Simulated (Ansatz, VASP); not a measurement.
## Two plane-wave programs on Ta

Contents of INCAR:

```
SYSTEM = Ta
PREC     = Accurate       ! precision mode
ENCUT    = 520            ! plane-wave cutoff, eV
EDIFF    = 1E-7           ! SCF threshold, eV
ISMEAR   = 0              ! smearing method
SIGMA    = 0.15           ! smearing width, eV
LREAL    = .FALSE.        ! projectors in reciprocal space
LASPH    = .TRUE.         ! aspherical terms in the spheres
NELM     = 80             ! most SCF steps
ALGO     = Fast           ! electronic algorithm
ISIF     = 2              ! what is computed and relaxed
LWAVE    = .FALSE.        ! write WAVECAR
LCHARG   = .FALSE.        ! write CHGCAR
GGA      = PE             ! functional
NBANDS   = 12             ! bands
```

The input KPOINTS:

```
Automatic mesh
0
G
  22 22 22
  0 0 0
```

The input POSCAR:

```
Ta
1.0
   -1.5130023529      1.5130023529      1.9669030588
    1.5130023529     -1.5130023529      1.9669030588
    1.5130023529      1.5130023529     -1.9669030588
Ta
1
Direct
    0.0000000000      0.0000000000      0.0000000000
```

Input for Ansatz:

```yaml
crystal:
  lattice:
    - [-1.5130023529, 1.5130023529, 1.9669030588]
    - [1.5130023529, -1.5130023529, 1.9669030588]
    - [1.5130023529, 1.5130023529, -1.9669030588]
  atoms:
    - { symbol: Ta, position: [0.0, 0.0, 0.0] }
basis:
  ecutwfc: 420
kpoints:
  mp_grid: { grid: [22, 22, 22] }
hamiltonian:
  xc: pbe
scf:
  occupations: { method: gaussian, width: 0.15 }
output:
  forces: true
  stress: true
  eigenvalues: true
```

Alike in both runs: task single point; functional PBE; k mesh 22 × 22 × 22; occupations gaussian, width 0.15 eV; no spin polarisation.

|  | VASP | Ansatz |
| --- | --- | --- |
| version | VASP 6.6.1 | Ansatz 0.2.0 |
| potentials or method | VASP PAW PBE potentials, release 64 (Ta_pv), cutoff 520 eV | scalar-relativistic, plane waves, PAW |
| valence electrons in the cell | 11 | 13 |

Ansatz gave:

* gap on the k mesh at the Fermi level (eV): none
* pressure (GPa): 7.9
* traceless stress, the component that is largest in VASP (GPa): -9.28

Task: Which values does VASP return?

Result: gap on the k mesh at the Fermi level (eV): none; pressure (GPa): 8.0; traceless stress, the component that is largest in VASP (GPa): -9.25.

A gap of «none» marks a metal or a gap that the smearing closes. VASP's potentials hold 11 valence electrons a cell and Ansatz's 13, so a difference there can come from the potentials and not from the codes.

Spin-orbit coupling is off throughout.
